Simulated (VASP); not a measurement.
C:

```
C
1.0
     2.48801    0.00000    0.00000
    -1.24401    2.15468    0.00000
     0.00000    0.00000    8.12577
C
8
Direct
  0.66667 0.33333 0.84375
  0.33333 0.66667 0.34375
  0.66667 0.33333 0.65625
  0.33333 0.66667 0.15625
  0.00000 0.00000 0.90625
  0.00000 0.00000 0.40625
  0.00000 0.00000 0.59375
  0.00000 0.00000 0.09375
```

Base run:

- Program: VASP 6.6.1
- Functional: BLYP
- Dispersion: D4
- Potentials or basis: VASP PAW PBE potentials, release 64 (C)
- Cutoff: 520 eV
- k mesh: 12 × 12 × 4
- Occupations: fermi-dirac, width 0.05 eV
- Spin: no spin polarisation

Its results: band gap on the k mesh 4.87 eV, indirect (least direct gap 5.45 eV); pressure 20.7 GPa; largest force 0.363 eV/Å.

**Question.** After a change of settings the same cell gave: band gap on the k mesh 4.69 eV, indirect (least direct gap 5.48 eV); pressure 18.0 GPa; largest force 0.392 eV/Å. Which change was it?
A. functional from BLYP to r2SCAN; dispersion from D4 to rVV10
B. functional from BLYP to revPBE
C. functional from BLYP to PBE; dispersion from D4 to none

**Answer.** A.

Caveats: the PAW data sets were made with another functional, which shifts forces and pressure a little.
